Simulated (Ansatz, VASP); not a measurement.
# MgSe in VASP and in Ansatz

Contents of POSCAR:

```
MgSe
1.0
    0.0000000000      2.7362693767      2.7362693767
    2.7362693767      0.0000000000      2.7362693767
    2.7362693767      2.7362693767      0.0000000000
Mg Se
1 1
Direct
    0.0000000000      0.0000000000      0.0000000000
    0.5000000000      0.5000000000      0.5000000000
```

Contents of INCAR.step1:

```
ALGO = Normal
EDIFF = 1E-5
ENCUT = 660
GGA = PE
GGA_COMPAT = F
ISMEAR = 0
LASPH = T
LCHARG = F
LREAL = F
LWAVE = T
NBANDS = 11
NELM = 120
PREC = Accurate
SIGMA = 0.001
```

Contents of INCAR.step2:

```
ALGO = Normal
EDIFF = 1E-6
ENCUT = 660
GGA_COMPAT = F
ISIF = 2
ISMEAR = 0
ISTART = 1
LASPH = T
LCHARG = F
LMIXTAU = T
LREAL = F
LWAVE = F
METAGGA = R2SCAN
NBANDS = 11
NELM = 120
PREC = Accurate
SIGMA = 0.001
```

KPOINTS

```
k-points
0
Gamma
  6 6 6
```

Input for Ansatz:

```yaml
crystal:
  lattice:
    - [0.0, 2.7362693767, 2.7362693767]
    - [2.7362693767, 0.0, 2.7362693767]
    - [2.7362693767, 2.7362693767, 0.0]
  atoms:
    - { symbol: Mg, position: [0.0, 0.0, 0.0] }
    - { symbol: Se, position: [0.5, 0.5, 0.5] }
kpoints:
  mp_grid: { grid: [6, 6, 6] }
hamiltonian:
  xc: r2scan
scf:
  occupations: { method: gaussian, width: 0.001 }
  n_extra_bands: 4
output:
  forces: true
  stress: true
  eigenvalues: true
```

Alike in both runs: task single point; functional r2SCAN; k mesh 6 × 6 × 6; occupations gaussian, width 0.001 eV; no spin polarisation.

```csv
,VASP,Ansatz
version,VASP 6.6.1,Ansatz 0.2.0
potentials or method,"VASP PAW PBE potentials, release 64 (Mg, Se)",plane waves
plane-wave cutoff (eV),660,500
valence electrons in the cell,8,26
```

|  | VASP | Ansatz | Ansatz less VASP |
| --- | --- | --- | --- |
| gap on the k mesh at the Fermi level (eV) | 2.44 | 2.48 | +0.037 |
| pressure (GPa) | -0.3 | 0.0 | +0.30 |

VASP's potentials were made for PBE, not for r2SCAN. VASP's potentials hold 8 valence electrons a cell and Ansatz's 26, so a difference there can come from the potentials and not from the codes.
